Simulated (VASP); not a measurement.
# CdS (P2_1/m) in VASP: single point with PBE

Aim: the single point of CdS with PBE.

All numbers are computed with VASP 6.6.1; they aren't measurements. Logs are shortened: lines on timing, memory, paths and dates and some standing lists are left out, and cuts for length are marked.

### 1 The cell of the first run

The structure is monoclinic, space group P2_1/m (No. 11). The conventional cell has a = 3.940 Å, b = 5.495 Å, c = 3.950 Å, α = 90.00°, β = 90.14°, γ = 90.00°. Cd (site symmetry m) has 6 S at 2.47 to 3.10 Å within 3.3 Å. Within 3.3 Å of S (site symmetry m) lie 6 Cd at 2.47 to 3.10 Å.

### 2 Single point, PBE (strained and its atoms moved)

INCAR reads:

```
PREC = Accurate
ENCUT = 520
EDIFF = 1E-6
ISMEAR = 0
SIGMA = 0.05
LREAL = F
LASPH = T
NELM = 100
ALGO = Normal
ISIF = 2
LWAVE = F
LCHARG = T
GGA = PE
LELF = T
LVHAR = T
NBANDS = 26
```

KPOINTS reads:

```
regular mesh
0
Gamma
  10 8 10
```

POSCAR reads:

```
CdS
1.0
    3.9401492652      0.0000000000     -0.0047560919
    0.0000000000      5.4952882135      0.0000000000
   -0.0047556869      0.0000000000      3.9503775746
Cd S
2 2
Direct
    0.5126195842      0.5000000000      0.2407110474
   -0.0126195842      0.0000000000      0.7592889526
    0.4218294851      0.0000000000      0.2110046078
    0.0781705149      0.5000000000      0.7889953922
```

Potentials or basis: VASP PAW PBE potentials, release 64 (Cd, S).

Command:

```
cat potpaw_PBE.64/Cd/POTCAR potpaw_PBE.64/S/POTCAR > POTCAR
mpirun -np 1 vasp_std > vasp.out
```

OUTCAR:

```text
PREC = Accurate
   ENCUT = 520
   EDIFF = 1E-6
   ISMEAR = 0
   LREAL = F
   LASPH = T
   NELM = 100
   ISIF = 2
   GGA = PE

 ion  position               nearest neighbor table
   1  0.513  0.500  0.241-   4 2.47   4 2.76   3 2.77   3 2.77   4 2.86   4 3.10
   2  0.987  0.000  0.759-   3 2.47   3 2.76   4 2.77   4 2.77   3 2.86   3 3.10
   3  0.422  0.000  0.211-   2 2.47   2 2.76   1 2.77   1 2.77   2 2.86   2 3.10
   4  0.078  0.500  0.789-   1 2.47   1 2.76   2 2.77   2 2.77   1 2.86   1 3.10

  LATTYP: Found a simple monoclinic cell.
 ALAT       =     3.9401521357
 B/A-ratio  =     1.3946893481
 C/A-ratio  =     1.0025959154
 COS(beta)  =    -0.0024109370

  Lattice vectors:

 A1 = (   3.9401492652,   0.0000000000,  -0.0047560919)
 A2 = (   0.0000000000,   5.4952882135,   0.0000000000)
 A3 = (  -0.0047556869,   0.0000000000,   3.9503775746)

Analysis of symmetry for initial positions (statically):
=====================================================================
 Subroutine PRICEL returns:
 Original cell was already a primitive cell.

 Routine SETGRP: Setting up the symmetry group for a
 simple monoclinic supercell.

 Subroutine GETGRP returns: Found  4 space group operations
 (whereof  2 operations were pure point group operations)
 out of a pool of  4 trial point group operations.

The static configuration has the point symmetry C_1h.
 The point group associated with its full space group is C_2h.

Analysis of symmetry for dynamics (positions and initial velocities):
=====================================================================
 Subroutine PRICEL returns:
 Original cell was already a primitive cell.

 Routine SETGRP: Setting up the symmetry group for a
 simple monoclinic supercell.

 Subroutine GETGRP returns: Found  4 space group operations
 (whereof  2 operations were pure point group operations)
 out of a pool of  4 trial point group operations.

The dynamic configuration has the point symmetry C_1h.
 The point group associated with its full space group is C_2h.

 Subroutine INISYM returns: Found  4 space group operations
 (whereof  2 operations are pure point group operations),
 and found     1 'primitive' translations

----------------------------------------------------------------------------------------

                                     Primitive cell

  volume of cell :      85.5345

  direct lattice vectors                    reciprocal lattice vectors
     3.940149265  0.000000000 -0.004756092     0.253797860  0.000000000  0.000305536
     0.000000000  5.495288214  0.000000000     0.000000000  0.181974077  0.000000000
    -0.004755687  0.000000000  3.950377575     0.000305562  0.000000000  0.253140728

  length of vectors
     3.940152136  5.495288214  3.950380437     0.253798044  0.181974077  0.253140912

  position of ions in fractional coordinates (direct lattice)
     0.512619584  0.500000000  0.240711047
     0.987380416  0.000000000  0.759288953
     0.421829485  0.000000000  0.211004608
     0.078170515  0.500000000  0.788995392

  ion indices of the primitive-cell ions
   primitive index   ion index
                 1           1
                 2           2
                 3           3
                 4           4

----------------------------------------------------------------------------------------

 KPOINTS: regular mesh

Automatic generation of k-mesh.
 Grid dimensions read from file:
 generate k-points for:   10    8   10

 Generating k-lattice:

  Cartesian coordinates                     Fractional coordinates (reciprocal lattice)
     0.025379786  0.000000000  0.000030554     0.100000000  0.000000000  0.000000000
     0.000000000  0.022746760  0.000000000     0.000000000  0.125000000  0.000000000
     0.000030556  0.000000000  0.025314073    -0.000000000  0.000000000  0.100000000

  Length of vectors
     0.025379804  0.022746760  0.025314091

  Shift w.r.t. Gamma in fractional coordinates (k-lattice)
     0.000000000  0.000000000  0.000000000

 Subroutine IBZKPT returns following result:
 ===========================================

 Found    260 irreducible k-points:

 Following reciprocal coordinates:
            Coordinates               Weight
  0.000000  0.000000  0.000000      1.000000
  0.100000  0.000000  0.000000      2.000000
  0.200000  0.000000  0.000000      2.000000
  0.300000  0.000000  0.000000      2.000000
  0.400000  0.000000  0.000000      2.000000
  0.500000  0.000000  0.000000      1.000000
[... 16 lines left out ...]
  0.400000  0.375000  0.000000      4.000000
  0.500000  0.375000  0.000000      2.000000
 [... further k-points ...]
   k-points           NKPTS =    260   k-points in BZ     NKDIM =    260   number of bands    NBANDS=     26
   number of dos      NEDOS =    301   number of ions     NIONS =      4
   total plane-waves  NPLWV =  37800
   dimension x,y,z NGX =    30 NGY =   42 NGZ =   30
   dimension x,y,z NGXF=    60 NGYF=   84 NGZF=   60
   ions per type =               2   2
   NGX,Y,Z   is equivalent  to a cutoff of  12.66, 12.71, 12.63 a.u.
   NGXF,Y,Z  is equivalent  to a cutoff of  25.32, 25.41, 25.25 a.u.
 SYSTEM =  unknown system
   PREC   = accura    normal or accurate (medium, high low for compatibility)
   ISTART =      0    job   : 0-new  1-cont  2-samecut
   ICHARG =      2    charge: 1-file 2-atom 10-const
   ISPIN  =      1    spin polarized calculation?
   LNONCOLLINEAR =      F non collinear calculations
   LSORBIT =      F    spin-orbit coupling
   LASPH  =      T    aspherical Exc in radial PAW
   ENCUT  =  520.0 eV  38.22 Ry    6.18 a.u.   7.33 10.22  7.35*2*pi/ulx,y,z
   NELM   =    100;   NELMIN=  2; NELMDL= -5     # of ELM steps
   EDIFF  = 0.1E-05   stopping-criterion for ELM
   LREAL  =      F    real-space projection
   EDIFFG = 0.1E-04   stopping-criterion for IOM
   NSW    =      0    number of steps for IOM
   IBRION =     -1    ionic relax: 0-MD 1-quasi-New 2-CG
   NFREE  =      0    steps in history (QN), initial steepest desc. (CG)
   ISIF   =      2    stress and relaxation
   ISYM   =      2    0-nonsym 1-usesym 2-fastsym
   POTIM  = 0.5000    time-step for ionic-motion
   TEBEG  =    0.0;   TEEND  =   0.0 temperature during run
   PSTRESS=    0.0 pullay stress
   NELECT =      36.0000    total number of electrons
   NUPDOWN=      -1.0000    fix difference up-down
   EMIN   =  10.00;   EMAX   =-10.00  energy-range for DOS
   EFERMI =   0.00;   METHOD = LEGACY
   ISMEAR =     0;   SIGMA  =   0.05  broadening in eV -4-tet -1-fermi 0-gaus
   EFERMI_NEDOS =   21; number of points for ismear=-14 and -15
   IALGO  =     38    algorithm
   IMIX   =      4    mixing-type and parameters
     AMIX     =   0.40;   BMIX     =  1.00
     AMIX_MAG =   1.60;   BMIX_MAG =  1.00
  volume/ion in A,a.u.               =      21.38       144.30
  Fermi-wavevector in a.u.,A,eV,Ry     =   1.226861  2.318431 20.479318  1.505187
  Thomas-Fermi vector in A             =   2.361846
   LORBIT       =      0    0 simple, 1 ext, 2 COOP (PROOUT), +10 PAW based schemes
   GGA     = PE    functional components
   LHFCALC =     F    Hartree Fock is set to
   AEXX    =    0.0000 exact exchange contribution
   IVDW    =     0    specifies the selected vdW correction
   LEPSILON=     F    determine dielectric tensor
   LRPA    =     F    only Hartree local field effects (RPA)
 non-spin polarized calculation
 Gauss-broadening in eV      SIGMA  =   0.05
  energy-cutoff  :      520.00
  volume of cell :       85.53
 maximum number of plane-waves:      2335
 NGX is ok and might be reduce to    30
   NGX = 15   NGY = 21   NGZ = 15

 number of electron      35.9999999 magnetization

 Free energy of the ion-electron system (eV)
  ---------------------------------------------------
  ext. energy  EPLUGINS =         0.00000000
  ---------------------------------------------------
  free energy    TOTEN  =       -11.31112877 eV

  energy without entropy =      -11.31101833  energy(sigma->0) =      -11.31107355

 E-fermi :   2.7407     XC(G=0): -10.1649

 val. band max:        2.6856527426   @ k =   0.2000   0.3750   0.2000
 cond. band min:       2.7502627624   @ k =   0.5000   0.0000   0.5000
 fundamental gap:      0.0646100198
 Fermi energy:         2.7406571830

 k-point     1 :       0.0000    0.0000    0.0000
  band No.  band energies     occupation
      1     -10.1284      2.00000
      2      -9.1875      2.00000
      3      -5.2597      2.00000
      4      -5.2241      2.00000
      5      -5.1358      2.00000
      6      -5.1060      2.00000
[... 18 lines left out ...]
     25      12.6871      0.00000
     26      13.1764      0.00000

 k-point     2 :       0.1000    0.0000    0.0000
  band No.  band energies     occupation
      1     -10.0817      2.00000
      2      -9.1634      2.00000
      3      -5.2640      2.00000
      4      -5.2250      2.00000
      5      -5.1388      2.00000
      6      -5.1206      2.00000
[... 18 lines left out ...]
     25      11.9974      0.00000
     26      12.4971      0.00000

 k-point     3 :       0.2000    0.0000    0.0000
  band No.  band energies     occupation
      1      -9.9516      2.00000
      2      -9.1013      2.00000
      3      -5.3043      2.00000
      4      -5.1996      2.00000
      5      -5.1734      2.00000
      6      -5.1497      2.00000
[... 18 lines left out ...]
     25      11.7382      0.00000
     26      11.8899      0.00000

 k-point     4 :       0.3000    0.0000    0.0000
  band No.  band energies     occupation
      1      -9.7706      2.00000
      2      -9.0294      2.00000
      3      -5.3586      2.00000
      4      -5.2337      2.00000
      5      -5.1712      2.00000
      6      -5.1675      2.00000
[... 18 lines left out ...]
     25      11.4035      0.00000
     26      11.8503      0.00000

 k-point     5 :       0.4000    0.0000    0.0000
  band No.  band energies     occupation
      1      -9.5997      2.00000
      2      -8.9815      2.00000
      3      -5.3997      2.00000
      4      -5.2689      2.00000
      5      -5.2248      2.00000
      6      -5.1844      2.00000
[... 18 lines left out ...]
     25      10.6583      0.00000
     26      11.7235      0.00000

 k-point     6 :       0.5000    0.0000    0.0000
  band No.  band energies     occupation
      1      -9.5254      2.00000
      2      -8.9683      2.00000
      3      -5.4141      2.00000
      4      -5.2723      2.00000
      5      -5.2584      2.00000
      6      -5.1913      2.00000
[... 427 lines left out ...]
 k-point    21 :       0.2000    0.3750    0.0000
  band No.  band energies     occupation
      1      -9.6243      2.00000
      2      -9.2801      2.00000
      3      -5.2861      2.00000
      4      -5.2373      2.00000
      5      -5.2200      2.00000
      6      -5.1786      2.00000
[... 18 lines left out ...]
     25      10.5248      0.00000
     26      11.2366      0.00000

 k-point    22 :       0.3000    0.3750    0.0000
  band No.  band energies     occupation
      1      -9.4660      2.00000
      2      -9.1637      2.00000
      3      -5.3442      2.00000
      4      -5.2934      2.00000
      5      -5.2544      2.00000
      6      -5.2211      2.00000
[... 18 lines left out ...]
     25      10.1250      0.00000
     26      10.7814      0.00000

 k-point    23 :       0.4000    0.3750    0.0000
  band No.  band energies     occupation
      1      -9.3220      2.00000
      2      -9.0673      2.00000
      3      -5.3781      2.00000
      4      -5.3239      2.00000
      5      -5.2827      2.00000
      6      -5.2714      2.00000
[... 18 lines left out ...]
     25       9.7398      0.00000
     26      10.7012      0.00000

 k-point    24 :       0.5000    0.3750    0.0000
  band No.  band energies     occupation
      1      -9.2617      2.00000
      2      -9.0308      2.00000
      3      -5.3848      2.00000
      4      -5.3243      2.00000
      5      -5.3020      2.00000
      6      -5.2942      2.00000
[... 18 lines left out ...]
     25       9.6831      0.00000
     26      10.5976      0.00000

 [... further k-points ...]
[... 5 lines left out ...]
  --------------------------------------------------------------------------------------
  -------------------------------------------------------------------------------------
  Total        0.6359431     -0.0289298      1.3910243      0.0000000      0.0000000      2.4354579
  in kB       11.9120829     -0.5418938     26.0557859      0.0000000      0.0000000     45.6194542
  external PRESSURE =      12.4753250 kB  Pullay stress =       0.0000000 kB

 VOLUME and BASIS-vectors are now :
 -----------------------------------------------------------------------------
  energy-cutoff  :      520.00
  volume of cell :       85.53
      direct lattice vectors                 reciprocal lattice vectors
     3.940149265  0.000000000 -0.004756092     0.253797860  0.000000000  0.000305536
     0.000000000  5.495288214  0.000000000     0.000000000  0.181974077  0.000000000
    -0.004755687  0.000000000  3.950377575     0.000305562  0.000000000  0.253140728

 POSITION                                       TOTAL-FORCE (eV/Angst)
 -----------------------------------------------------------------------------------
      2.01865      2.74764      0.94846         0.541741      0.000000      0.564108
      3.88682      0.00000      2.99478        -0.541741      0.000000     -0.564108
      1.66107      0.00000      0.83154         1.241308      0.000000      0.898932
      0.30425      2.74764      3.11646        -1.241308      0.000000     -0.898932
 -----------------------------------------------------------------------------------
    total drift:                                0.000000      0.000000      0.000000

  FREE ENERGIE OF THE ION-ELECTRON SYSTEM (eV)
  ---------------------------------------------------
  free  energy   TOTEN  =       -11.3111287684 eV

  energy  without entropy=      -11.3110183297  energy(sigma->0) =      -11.31107355
```

Run time: 8.4 min. Hardware: 1 thread of AMD EPYC 7R13 (Zen 3), shared host; peak memory 0.51 GiB.

What came out:

```
Free energy            : -11.3111 eV
Pressure               : 1.2 GPa
Largest force          : 1.533 eV/Å
Band gap on the k mesh : 0.06 eV, indirect (least direct gap 1.02 eV)
```

Forces on the atoms (eV/Å):
```
Cd   0.542  0.000  0.564
Cd  -0.542  0.000 -0.564
S    1.241  0.000  0.899
S   -1.241  0.000 -0.899
```

Stress tensor (GPa, compression positive):
```
 1.19  0.00  4.56
 0.00 -0.05  0.00
 4.56  0.00  2.61
```

Levels at points of the mesh, in eV from the valence-band top:
| k point | band 15 | band 16 | band 17 | band 18 | band 19 | band 20 | band 21 | band 22 |
| --- | --- | --- | --- | --- | --- | --- | --- | --- |
| (0.00, 0.00, 0.00) | -1.87 | -1.44 | -0.79 | -0.61 | 0.42 | 0.82 | 6.03 | 7.68 |
| (0.50, 0.00, 0.00) | -2.79 | -1.62 | -0.74 | -0.15 | 4.09 | 4.41 | 4.71 | 4.87 |
| (0.00, 0.50, 0.00) | -1.38 | -1.38 | -1.30 | -1.30 | 2.49 | 2.49 | 6.08 | 6.08 |
| (0.50, 0.50, 0.00) | -0.53 | -0.53 | -0.19 | -0.19 | 3.52 | 3.52 | 5.22 | 5.22 |
| (0.00, 0.00, 0.50) | -2.67 | -1.87 | -0.58 | -0.39 | 4.28 | 4.33 | 4.57 | 4.63 |
| (0.50, 0.00, 0.50) | -2.88 | -2.29 | -2.16 | -1.88 | 0.06 | 0.86 | 5.86 | 6.01 |
| (0.00, 0.50, 0.50) | -0.48 | -0.48 | -0.06 | -0.06 | 3.53 | 3.53 | 4.86 | 4.86 |
| (0.50, 0.50, 0.50) | -3.17 | -3.17 | -1.99 | -1.99 | 2.58 | 2.58 | 6.46 | 6.46 |

Caveat: the cell differs from its parent crystal (strained and its atoms moved); forces of over 1 eV/Å act on the atoms, so gaps and moduli don't describe the material at rest. A k mesh can miss the band edges.
